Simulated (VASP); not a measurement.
A run of VASP 6.6.1 is set up as follows.

INCAR

```
  PREC = Accurate
  ENCUT = 520
  EDIFF = 1E-6
  ISMEAR = -1
  SIGMA = 0.05
  LREAL = F
  LASPH = T
  NELM = 150
  ALGO = Normal
  ISIF = 2
  LWAVE = F
  LCHARG = T
  ISPIN = 2
  MAGMOM = 0.5 0.5 0.5 0
  LORBIT = 11
  NUPDOWN = 1.5
  LMAXMIX = 4
  LELF = T
  LVHAR = T
  NBANDS = 34
```

File KPOINTS:

```
regular mesh
0
Gamma
  8 8 8
```

The input POSCAR:

```
Ni3Ge
1.0
    3.5303341067      0.0000000000      0.0000000000
    0.0000000000      3.5303341067      0.0000000000
    0.0000000000      0.0000000000      3.5303341067
Ni Ge
3 1
Direct
    0.5000000000      0.0000000000      0.5000000000
    0.0000000000      0.5000000000      0.5000000000
    0.5000000000      0.5000000000      0.0000000000
    0.0000000000      0.0000000000      0.0000000000
```

Potentials or basis: VASP PAW LDA potentials, release 64 (Ni, Ge_d).

The run is started by

```console
$ cat potpaw_LDA.64/Ni/POTCAR potpaw_LDA.64/Ge_d/POTCAR > POTCAR
$ mpirun -np 1 vasp_std > vasp.out
```

(1) What does it give for the pressure?

Answers

(1) -4.9 GPa.

Caveat: the cell stands under tension; the total moment is fixed, so each spin has its own Fermi level and the state may be an excited one.
